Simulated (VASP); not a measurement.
Write the native input for VASP 6.6.1 that does the following.

```yaml
Task: single point
Functional: PBEsol
Potentials_or_basis: VASP PAW PBE potentials, release 64 (W_sv, C)
Cutoff: 520 eV
k_mesh: 6 × 6 × 6
Occupations: gaussian, width 0.15 eV
Spin: no spin polarisation
Dipole_correction: no
Further_INCAR_settings: ALGO = Normal; EDIFF = 1e-07; NBANDS = 16
```

The structure of WC lies in POSCAR:

```
WC
1.0
    2.9005014360      0.0000000000      0.0000000000
   -1.4502507180      2.5119079273      0.0000000000
    0.0000000000      0.0000000000      2.8290000000
W C
1 1
Direct
   -0.0865212091     -0.0633379210      0.0000000000
    0.6666666667      0.3333333333      0.5000000000
```

This cell differs from its parent crystal: atom 1 (W) moved by (-0.225, +0.000) A along [1 1 0] and z.

The input as run:

INCAR

```
SYSTEM = WC
PREC = Accurate
ENCUT = 520
EDIFF = 1E-7
ISMEAR = 0
SIGMA = 0.15
LREAL = .FALSE.
LASPH = .TRUE.
NELM = 100
ALGO = Normal
ISIF = 2
LWAVE = .FALSE.
LCHARG = .FALSE.
GGA = PS
NBANDS = 16
```

KPOINTS

```
regular mesh
0
G
  6 6 6
  0 0 0
```

Potentials or basis: VASP PAW PBE potentials, release 64 (W_sv, C).

Run with:

```bash
$ cat potpaw_PBE.64/W_sv/POTCAR potpaw_PBE.64/C/POTCAR > POTCAR
$ mpirun -np 1 vasp_std > vasp.out
```

Results of the run:

```yaml
Pressure: 7.9 GPa
Largest_force: 3.076 eV/Å
Band_gap_on_the_k_mesh: zero (band 9 reaches 12.24 eV, above the bottom of band 10 at 10.63 eV)
```

Caveat: the k points lie up to 0.42 Å⁻¹ apart; the cell differs from its parent crystal (atom 1 (W) moved by (-0.225, +0.000) A along [1 1 0] and z); the PAW data sets were made with another functional, which shifts forces and pressure a little; spin-orbit coupling is left out, which moves the levels of the heavy elements.

Wall time 10 s on 1 thread of Intel(R) Xeon(R) 6975P-C (Granite Rapids), on a shared host, peak memory 0.15 GiB.
